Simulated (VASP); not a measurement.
# Ru (Pm-3m) in VASP: notebook, part 2 of 2

VASP 6.6.1.

## 4. Single point, PBE

This run uses another cell than the first one, of 15.85 Å³/atom, 1.111 times its volume.

Input file INCAR:

```
SYSTEM = Ru
ALGO = Normal
EDIFF = 1E-6
ENCUT = 520
GGA = PE
ISIF = 2
ISMEAR = -1
LASPH = .TRUE.
LCHARG = .FALSE.
LREAL = .FALSE.
LWAVE = .FALSE.
NBANDS = 13
NELM = 80
PREC = Accurate
SIGMA = 0.1
```

Input file KPOINTS:

```
k-points
0
G
  15 15 15
  0 0 0
```

Input file POSCAR:

```
Ru
1.0
    2.5121183181      0.0000000000      0.0000000000
    0.0000000000      2.5121183181      0.0000000000
    0.0000000000      0.0000000000      2.5121183181
Ru
1
Direct
    0.0000000000      0.0000000000      0.0000000000
```

Potentials or basis: VASP PAW PBE potentials, release 64 (Ru_pv).

The run is started by

```console
$ cat potpaw_PBE.64/Ru_pv/POTCAR > POTCAR
$ mpirun -np 1 vasp_std > vasp.out
```

OUTCAR:

```text
SYSTEM = Ru
   EDIFF = 1E-6
   ENCUT = 520
   GGA = PE
   ISIF = 2
   ISMEAR = -1
   LASPH = .TRUE.
   LREAL = .FALSE.
   NELM = 80
   PREC = Accurate

 ion  position               nearest neighbor table
   1  0.000  0.000  0.000-

  LATTYP: Found a simple cubic cell.
 ALAT       =     2.5121183181

  Lattice vectors:

 A1 = (   2.5121183181,   0.0000000000,   0.0000000000)
 A2 = (   0.0000000000,   2.5121183181,   0.0000000000)
 A3 = (   0.0000000000,   0.0000000000,   2.5121183181)

[... 553 lines left out ...]
      5       6.6703      2.00000
      6       8.0206      2.00000
      7      10.1921      1.89043
      8      10.7553      0.11643
      9      11.3428      0.00035
     10      20.3524      0.00000
     11      21.4231      0.00000
     12      25.9846      0.00000
     13      29.5839      0.00000

 [... further k-points ...]
[... 5 lines left out ...]
  --------------------------------------------------------------------------------------
  -------------------------------------------------------------------------------------
  Total        0.0068058      0.0068058      0.0068058      0.0000000     -0.0000000     -0.0000000
  in kB        0.6878143      0.6878143      0.6878143      0.0000000     -0.0000000     -0.0000000
  external PRESSURE =       0.6878143 kB  Pullay stress =       0.0000000 kB

 VOLUME and BASIS-vectors are now :
 -----------------------------------------------------------------------------
  energy-cutoff  :      520.00
  volume of cell :       15.85
      direct lattice vectors                 reciprocal lattice vectors
     2.512118318  0.000000000  0.000000000     0.398070422  0.000000000  0.000000000
     0.000000000  2.512118318  0.000000000     0.000000000  0.398070422  0.000000000
     0.000000000  0.000000000  2.512118318     0.000000000  0.000000000  0.398070422

 POSITION                                       TOTAL-FORCE (eV/Angst)
 -----------------------------------------------------------------------------------
      0.00000      0.00000      0.00000         0.000000      0.000000      0.000000
 -----------------------------------------------------------------------------------
    total drift:                                0.000000      0.000000      0.000000

  FREE ENERGIE OF THE ION-ELECTRON SYSTEM (eV)
  ---------------------------------------------------
  free  energy   TOTEN  =        -8.1283352056 eV

  energy  without entropy=       -8.0794314369  energy(sigma->0) =       -8.10388332
```

Wall time 14 s (1 thread of Intel Xeon 6975P-C (Granite Rapids), shared host); peak memory 0.14 GiB.

Results:

| Quantity | Value |
| --- | --- |
| Free energy | -8.1283 eV |
| Pressure | 0.1 GPa |
| Band gap on the k mesh | zero (band 7 reaches 13.95 eV, above the bottom of band 8 at 9.42 eV) |

Levels at points of the mesh, in eV from the Fermi level:
| k point | band 4 | band 5 | band 6 | band 7 | band 8 | band 9 | band 10 | band 11 |
| --- | --- | --- | --- | --- | --- | --- | --- | --- |
| (0.00, 0.00, 0.00) | -7.12 | -5.31 | -5.31 | 1.61 | 1.61 | 1.61 | 10.95 | 16.63 |

## 5. Single point, PBE

This run uses another cell than the first one, of 15.85 Å³/atom, 1.111 times its volume.

Changes to INCAR since step 4:

```diff
@@ -2,3 +2,3 @@
 ALGO = Normal
-EDIFF = 1E-6
+EDIFF = 1E-7
 ENCUT = 520
@@ -12,3 +12,3 @@
 NBANDS = 13
-NELM = 80
+NELM = 60
 PREC = Accurate
```

KPOINTS is that of step 4.

Input file POSCAR:

```
Ru
1.0
    2.5121183175      0.0000000000      0.0000000000
    0.0000000000      2.5121183175      0.0000000000
    0.0000000000      0.0000000000      2.5121183175
Ru
1
Direct
    0.0000000000      0.0000000000      0.0000000000
```

Potentials or basis: VASP PAW PBE potentials, release 64 (Ru_pv).

The run is started by

```console
$ cat potpaw_PBE.64/Ru_pv/POTCAR > POTCAR
$ mpirun -np 1 vasp_std > vasp.out
```

OUTCAR:

```text
SYSTEM = Ru
   EDIFF = 1E-7
   ENCUT = 520
   GGA = PE
   ISIF = 2
   ISMEAR = -1
   LASPH = .TRUE.
   LREAL = .FALSE.
   NELM = 60
   PREC = Accurate

 ion  position               nearest neighbor table
   1  0.000  0.000  0.000-

  LATTYP: Found a simple cubic cell.
 ALAT       =     2.5121183175

  Lattice vectors:

 A1 = (   2.5121183175,   0.0000000000,   0.0000000000)
 A2 = (   0.0000000000,   2.5121183175,   0.0000000000)
 A3 = (   0.0000000000,   0.0000000000,   2.5121183175)

Analysis of symmetry for initial positions (statically):
=====================================================================
 Subroutine PRICEL returns:
 Original cell was already a primitive cell.

 Routine SETGRP: Setting up the symmetry group for a
 simple cubic supercell.

 Subroutine GETGRP returns: Found 48 space group operations
 (whereof 48 operations were pure point group operations)
 out of a pool of 48 trial point group operations.

The static configuration has the point symmetry O_h .

Analysis of symmetry for dynamics (positions and initial velocities):
=====================================================================
 Subroutine PRICEL returns:
 Original cell was already a primitive cell.

 Routine SETGRP: Setting up the symmetry group for a
 simple cubic supercell.

 Subroutine GETGRP returns: Found 48 space group operations
 (whereof 48 operations were pure point group operations)
 out of a pool of 48 trial point group operations.

The dynamic configuration has the point symmetry O_h .

 Subroutine INISYM returns: Found 48 space group operations
 (whereof 48 operations are pure point group operations),
 and found     1 'primitive' translations

----------------------------------------------------------------------------------------

                                     Primitive cell

  volume of cell :      15.8533

  direct lattice vectors                    reciprocal lattice vectors
     2.512118318  0.000000000  0.000000000     0.398070422  0.000000000  0.000000000
     0.000000000  2.512118318  0.000000000     0.000000000  0.398070422  0.000000000
     0.000000000  0.000000000  2.512118318     0.000000000  0.000000000  0.398070422

  length of vectors
     2.512118318  2.512118318  2.512118318     0.398070422  0.398070422  0.398070422

  position of ions in fractional coordinates (direct lattice)
     0.000000000  0.000000000  0.000000000

  ion indices of the primitive-cell ions
   primitive index   ion index
                 1           1

----------------------------------------------------------------------------------------

 KPOINTS: k-points

Automatic generation of k-mesh.
 Grid dimensions read from file:
 generate k-points for:   15   15   15

 Generating k-lattice:

  Cartesian coordinates                     Fractional coordinates (reciprocal lattice)
     0.026538028  0.000000000  0.000000000     0.066666667  0.000000000  0.000000000
     0.000000000  0.026538028  0.000000000     0.000000000  0.066666667  0.000000000
     0.000000000  0.000000000  0.026538028     0.000000000  0.000000000  0.066666667

  Length of vectors
     0.026538028  0.026538028  0.026538028

  Shift w.r.t. Gamma in fractional coordinates (k-lattice)
     0.000000000  0.000000000  0.000000000

 Subroutine IBZKPT returns following result:
 ===========================================

 Found    120 irreducible k-points:

 Following reciprocal coordinates:
            Coordinates               Weight
  0.000000  0.000000  0.000000      1.000000
  0.066667  0.000000  0.000000      6.000000
  0.133333  0.000000  0.000000      6.000000
  0.200000  0.000000  0.000000      6.000000
  0.266667  0.000000  0.000000      6.000000
  0.333333  0.000000  0.000000      6.000000
[... 16 lines left out ...]
  0.266667  0.200000  0.000000     24.000000
  0.333333  0.200000  0.000000     24.000000
 [... further k-points ...]
   k-points           NKPTS =    120   k-points in BZ     NKDIM =    120   number of bands    NBANDS=     13
   number of dos      NEDOS =    301   number of ions     NIONS =      1
   total plane-waves  NPLWV =   8000
   dimension x,y,z NGX =    20 NGY =   20 NGZ =   20
   dimension x,y,z NGXF=    40 NGYF=   40 NGZF=   40
   ions per type =               1
   NGX,Y,Z   is equivalent  to a cutoff of  13.24, 13.24, 13.24 a.u.
   NGXF,Y,Z  is equivalent  to a cutoff of  26.47, 26.47, 26.47 a.u.
 SYSTEM =  Ru
   PREC   = accura    normal or accurate (medium, high low for compatibility)
   ISTART =      0    job   : 0-new  1-cont  2-samecut
   ICHARG =      2    charge: 1-file 2-atom 10-const
   ISPIN  =      1    spin polarized calculation?
   LNONCOLLINEAR =      F non collinear calculations
   LSORBIT =      F    spin-orbit coupling
   LASPH  =      T    aspherical Exc in radial PAW
   ENCUT  =  520.0 eV  38.22 Ry    6.18 a.u.   4.67  4.67  4.67*2*pi/ulx,y,z
   NELM   =     60;   NELMIN=  2; NELMDL= -5     # of ELM steps
   EDIFF  = 0.1E-06   stopping-criterion for ELM
   LREAL  =      F    real-space projection
   EDIFFG = 0.1E-05   stopping-criterion for IOM
   NSW    =      0    number of steps for IOM
   IBRION =     -1    ionic relax: 0-MD 1-quasi-New 2-CG
   NFREE  =      0    steps in history (QN), initial steepest desc. (CG)
   ISIF   =      2    stress and relaxation
   ISYM   =      2    0-nonsym 1-usesym 2-fastsym
   POTIM  = 0.5000    time-step for ionic-motion
   TEBEG  =    0.0;   TEEND  =   0.0 temperature during run
   PSTRESS=    0.0 pullay stress
   NELECT =      14.0000    total number of electrons
   NUPDOWN=      -1.0000    fix difference up-down
   EMIN   =  10.00;   EMAX   =-10.00  energy-range for DOS
   EFERMI =   0.00;   METHOD = LEGACY
   ISMEAR =    -1;   SIGMA  =   0.10  broadening in eV -4-tet -1-fermi 0-gaus
   EFERMI_NEDOS =   21; number of points for ismear=-14 and -15
   IALGO  =     38    algorithm
   IMIX   =      4    mixing-type and parameters
     AMIX     =   0.40;   BMIX     =  1.00
     AMIX_MAG =   1.60;   BMIX_MAG =  1.00
  volume/ion in A,a.u.               =      15.85       106.98
  Fermi-wavevector in a.u.,A,eV,Ry     =   1.570643  2.968084 33.564467  2.466919
  Thomas-Fermi vector in A             =   2.672345
   LORBIT       =      0    0 simple, 1 ext, 2 COOP (PROOUT), +10 PAW based schemes
   GGA     = PE    functional components
   LHFCALC =     F    Hartree Fock is set to
   AEXX    =    0.0000 exact exchange contribution
   IVDW    =     0    specifies the selected vdW correction
   LEPSILON=     F    determine dielectric tensor
   LRPA    =     F    only Hartree local field effects (RPA)
 non-spin polarized calculation
  energy-cutoff  :      520.00
  volume of cell :       15.85
 maximum number of plane-waves:       449
 NGX is ok and might be reduce to    20
   NGX =  9   NGY =  9   NGZ =  9

 number of electron      13.9999997 magnetization

 Free energy of the ion-electron system (eV)
  ---------------------------------------------------
  ext. energy  EPLUGINS =         0.00000000
  ---------------------------------------------------
  free energy    TOTEN  =        -8.12833515 eV

  energy without entropy =       -8.07943119  energy(sigma->0) =       -8.10388317

 E-fermi :  10.4769     XC(G=0): -13.0141

 val. band max:       10.4717868590   @ k =   0.4000   0.3333   0.0000
 cond. band min:      10.4935854679   @ k =   0.4000   0.0667   0.0000
 fundamental gap:      0.0217986089
 Fermi energy:        10.4768803281

 k-point     1 :       0.0000    0.0000    0.0000
  band No.  band energies     occupation
      1     -31.9228      2.00000
      2     -31.9228      2.00000
      3     -31.9228      2.00000
      4       3.3581      2.00000
      5       5.1699      2.00000
      6       5.1699      2.00000
      7      12.0845      0.00000
      8      12.0845      0.00000
      9      12.0845      0.00000
     10      21.4222      0.00000
     11      27.1074      0.00000
     12      27.1074      0.00000
     13      27.1074      0.00000

 k-point     2 :       0.0667    0.0000    0.0000
  band No.  band energies     occupation
      1     -31.9702      2.00000
      2     -31.9188      2.00000
      3     -31.9188      2.00000
      4       3.4936      2.00000
      5       5.1997      2.00000
      6       5.3072      2.00000
      7      11.9438      0.00000
      8      11.9438      0.00000
      9      12.0952      0.00000
     10      21.4220      0.00000
     11      26.2760      0.00000
[... 339 lines left out ...]
 k-point    24 :       0.3333    0.2000    0.0000
  band No.  band energies     occupation
      1     -32.6714      2.00000
      2     -32.2133      2.00000
      3     -31.8223      2.00000
      4       5.8363      2.00000
      5       6.6703      2.00000
      6       8.0206      2.00000
      7      10.1921      1.89043
      8      10.7552      0.11645
      9      11.3427      0.00035
     10      20.3524      0.00000
     11      21.4229      0.00000
     12      25.9846      0.00000
     13      29.5839      0.00000

 [... further k-points ...]
[... 5 lines left out ...]
  --------------------------------------------------------------------------------------
  -------------------------------------------------------------------------------------
  Total        0.0073663      0.0073663      0.0073663      0.0000000     -0.0000000      0.0000000
  in kB        0.7444526      0.7444526      0.7444526      0.0000000     -0.0000000      0.0000000
  external PRESSURE =       0.7444526 kB  Pullay stress =       0.0000000 kB

 VOLUME and BASIS-vectors are now :
 -----------------------------------------------------------------------------
  energy-cutoff  :      520.00
  volume of cell :       15.85
      direct lattice vectors                 reciprocal lattice vectors
     2.512118318  0.000000000  0.000000000     0.398070422  0.000000000  0.000000000
     0.000000000  2.512118318  0.000000000     0.000000000  0.398070422  0.000000000
     0.000000000  0.000000000  2.512118318     0.000000000  0.000000000  0.398070422

 POSITION                                       TOTAL-FORCE (eV/Angst)
 -----------------------------------------------------------------------------------
      0.00000      0.00000      0.00000         0.000000      0.000000      0.000000
 -----------------------------------------------------------------------------------
    total drift:                                0.000000      0.000000      0.000000

  FREE ENERGIE OF THE ION-ELECTRON SYSTEM (eV)
  ---------------------------------------------------
  free  energy   TOTEN  =        -8.1283351543 eV

  energy  without entropy=       -8.0794311909  energy(sigma->0) =       -8.10388317
```

OSZICAR:

```text
N       E                     dE             d eps       ncg     rms          rms(c)
DAV:   1     0.108506246705E+03    0.10851E+03   -0.83532E+03  3141   0.112E+03
DAV:   2    -0.725578700728E+01   -0.11576E+03   -0.11072E+03  3395   0.317E+02
DAV:   3    -0.850922198185E+01   -0.12534E+01   -0.12477E+01  3655   0.372E+01
DAV:   4    -0.851337124503E+01   -0.41493E-02   -0.41492E-02  3360   0.227E+00
DAV:   5    -0.851340138718E+01   -0.30142E-04   -0.30143E-04  3595   0.179E-01    0.985E+00
DAV:   6    -0.814597967996E+01    0.36742E+00   -0.71725E-01  3170   0.102E+01    0.319E+00
DAV:   7    -0.813002511233E+01    0.15955E-01   -0.30848E-02  3395   0.192E+00    0.120E+00
DAV:   8    -0.812851193054E+01    0.15132E-02   -0.33050E-03  3230   0.705E-01    0.185E-01
DAV:   9    -0.812833987049E+01    0.17206E-03   -0.83121E-05  3380   0.119E-01    0.165E-02
DAV:  10    -0.812833504642E+01    0.48241E-05   -0.42046E-06  3435   0.253E-02    0.184E-03
DAV:  11    -0.812833520511E+01   -0.15869E-06   -0.19534E-07  2560   0.576E-03    0.522E-04
DAV:  12    -0.812833515427E+01    0.50844E-07   -0.14039E-08  1620   0.148E-03
   1 F= -.81283352E+01 E0= -.81038832E+01  d E =-.489040E-01
```

Run time: 10 s. Hardware: 1 thread of Intel Xeon Platinum 8488C (Sapphire Rapids), shared host; peak memory 0.14 GiB.

Results:

| Quantity | Value |
| --- | --- |
| Free energy | -8.1283 eV |
| Pressure | 0.1 GPa |
| Band gap on the k mesh | zero (band 7 reaches 13.95 eV, above the bottom of band 8 at 9.42 eV) |

## 6. Relaxation of cell and atoms, PBE

This run uses another cell than the first one, of 14.87 Å³/atom, 1.042 times its volume.

Input file INCAR:

```
  PREC = Accurate
  ENCUT = 600
  EDIFF = 1E-6
  ISMEAR = -1
  SIGMA = 0.1
  LREAL = F
  LASPH = T
  NELM = 60
  ALGO = Normal
  ISIF = 3
  LWAVE = F
  LCHARG = F
  GGA = PE
  IBRION = 2
  NSW = 60
  EDIFFG = -0.005
```

Input file KPOINTS:

```
regular mesh
0
Gamma
  15 15 15
```

Input file POSCAR:

```
Ru
1.0
    2.4590359101      0.0000000000      0.0000000000
    0.0000000000      2.4590359101      0.0000000000
    0.0000000000      0.0000000000      2.4590359101
Ru
1
Direct
    0.0000000000      0.0000000000      0.0000000000
```

Potentials or basis: VASP PAW PBE potentials, release 64 (Ru_pv).

The run is started by

```console
$ cat potpaw_PBE.64/Ru_pv/POTCAR > POTCAR
$ mpirun -np 1 vasp_std > vasp.out
```

Run time: 57 s. Hardware: 1 thread of Intel Xeon Platinum 8488C (Sapphire Rapids), shared host; peak memory 0.14 GiB.

Results (log left out):

```
Free energy                            : -8.1273 eV
Relaxed volume                         : 15.85 Å³/atom
Relaxed cell                           : a = 2.512 Å, b = 2.512 Å, c = 2.512 Å, α = 90.00°, β = 90.00°, γ = 90.00°
Space group after relaxing (to 0.05 Å) : Pm-3m (No. 221)
Energy gained by relaxing              : 47.7 meV/atom
Ionic steps                            : 16
Pressure after relaxing                : 0.0 GPa
Band gap on the k mesh                 : zero (band 7 reaches 13.95 eV, above the bottom of band 8 at 9.42 eV)
```

Step by step:
| step | energy change (eV) | largest force (eV/Å) | pressure (GPa) | volume (Å³) |
| --- | --- | --- | --- | --- |
| 1 | 0.0000 | 0.0000 | 16.53 | 14.87 |
| 2 | 0.1654 | 0.0000 | -22.91 | 18.42 |
| 3 | -0.0476 | 0.0000 | -0.77 | 15.91 |
| 4 | -0.0477 | 0.0000 | -0.06 | 15.86 |
| 5 | -0.0477 | 0.0000 | 0.22 | 15.84 |
| 6 | -0.0477 | 0.0000 | 0.24 | 15.84 |
| 7 | -0.0477 | 0.0000 | 0.19 | 15.84 |
| 8 | -0.0477 | 0.0000 | 0.18 | 15.84 |
| 9 | -0.0477 | 0.0000 | 0.18 | 15.84 |
| 10 | -0.0477 | 0.0000 | 0.18 | 15.84 |
| 11 | -0.0477 | 0.0000 | 0.19 | 15.84 |
| 12 | -0.0477 | 0.0000 | 0.19 | 15.84 |
| 13 | -0.0477 | 0.0000 | 0.20 | 15.84 |
| 14 | -0.0477 | 0.0000 | 0.15 | 15.84 |
| 15 | -0.0477 | 0.0000 | 0.11 | 15.85 |
| 16 | -0.0477 | 0.0000 | 0.04 | 15.85 |

Final structure:
```
CELL_PARAMETERS angstrom
2.51214 0.00000 0.00000
0.00000 2.51214 0.00000
0.00000 0.00000 2.51214
ATOMIC_POSITIONS crystal
Ru 0.00000 0.00000 0.00000
```

Levels at points of the mesh, in eV from the Fermi level:
| k point | band 4 | band 5 | band 6 | band 7 | band 8 | band 9 | band 10 | band 11 |
| --- | --- | --- | --- | --- | --- | --- | --- | --- |
| (0.00, 0.00, 0.00) | -7.12 | -5.31 | -5.31 | 1.61 | 1.61 | 1.61 | 10.95 | 16.63 |

## 7. Overview

| task | cell | cutoff (eV) | gap on the mesh (eV) | pressure (GPa) |
| --- | --- | --- | --- | --- |
| single point | a = 2.425 Å, 1 atom | 520 | none | 30.0 |
| single point | a = 2.512 Å, 1 atom | 520 | none | 0.1 |
| relaxation of cell and atoms | relaxed from a = 2.459 Å, 1 atom | 600 | none | 0.0 |

Alike in all rows: level PBE; potentials or basis VASP PAW PBE potentials, release 64 (Ru_pv); no spin polarisation; k mesh 15 × 15 × 15; smearing fermi-dirac 0.1 eV.

Total energies depend on the potentials used, so only differences within one code and one set of settings carry meaning.
